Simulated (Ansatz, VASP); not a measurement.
**MgSi2N2: VASP beside Ansatz**

```xyz
5
Lattice="-1.9181 1.9181 4.5070 1.9181 -1.9181 4.5070 1.9181 1.9181 -4.5070" Properties=species:S:1:pos:R:3 pbc="T T T"
Mg    0.0000    0.0000    0.0000
Si    0.0000    1.9181    2.2535
Si    1.9181    0.0000    2.2535
N     0.0000    0.0000    2.2124
N     0.0000    0.0000    6.8016
```

Change from the starting cell: species swapped into the EuCo2Si2 type (I4/mmm, No. 139).

Alike in both runs: task single point; functional PBE; k mesh 6 × 6 × 6; occupations gaussian, width 0.1 eV; collinear spin.

```csv
,VASP,Ansatz
version,VASP 6.6.1,Ansatz 0.2.0
potentials or method,"VASP PAW PBE potentials, release 64 (Mg, Si, N), cutoff 520 eV","scalar-relativistic, plane waves, PAW"
valence electrons in the cell,20,28
```

|  | VASP | Ansatz | Ansatz less VASP |
| --- | --- | --- | --- |
| gap on the k mesh at the Fermi level (eV) | none | none | - |
| pressure (GPa) | 0.0 | 0.1 | +0.10 |
| traceless stress, the component that is largest in VASP (GPa) | -0.51 | -0.35 | +0.165 |
| rms of the force components (eV/Å) | 0.013 | 0.009 | -0.0033 |
| net moment per atom (μB) | 0.00 | 0.00 | 0.000 |

Atom by atom the forces differ by 0.003 eV/Å (rms over components). A gap of «none» marks a metal or a gap that the smearing closes. VASP's potentials hold 20 valence electrons a cell and Ansatz's 28, so a difference there can come from the potentials and not from the codes. Ansatz's warnings: seeded moment not kept.

The k mesh is coarse, so the values compare programs but aren't converged.
